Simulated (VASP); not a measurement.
A run of VASP 6.6.1 is set up as follows.

Contents of INCAR:

```
ALGO = Normal
EDIFF = 1E-6
ENCUT = 520
GGA = PE
ISIF = 2
ISMEAR = -1
LASPH = True
LCHARG = True
LELF = True
LREAL = False
LVHAR = True
LWAVE = False
NBANDS = 19
NELM = 60
PREC = Accurate
SIGMA = 0.1
```

File KPOINTS:

```
k-points
0
Gamma
  7 7 7
```

The input POSCAR:

```
Zn
1.0
    0.0000000000      2.6111260766      2.6111260766
    2.6111260766      0.0000000000      2.6111260766
    2.6111260766      2.6111260766      0.0000000000
Zn
2
Direct
    0.0000000000      0.0000000000      0.0000000000
    0.2500000000      0.2500000000      0.2500000000
```

Potentials or basis: VASP PAW PBE potentials, release 64 (Zn).

Launch:

```sh
$ cat potpaw_PBE.64/Zn/POTCAR > POTCAR
$ mpirun -np 1 vasp_std > vasp.out
```

**Question.** Estimate the band gap on the k mesh.

**Answer.** Zero (band 12 reaches 8.72 eV, above the bottom of band 13 at 0.75 eV).

**Question.** Estimate the pressure.

**Answer.** 20.5 GPa.
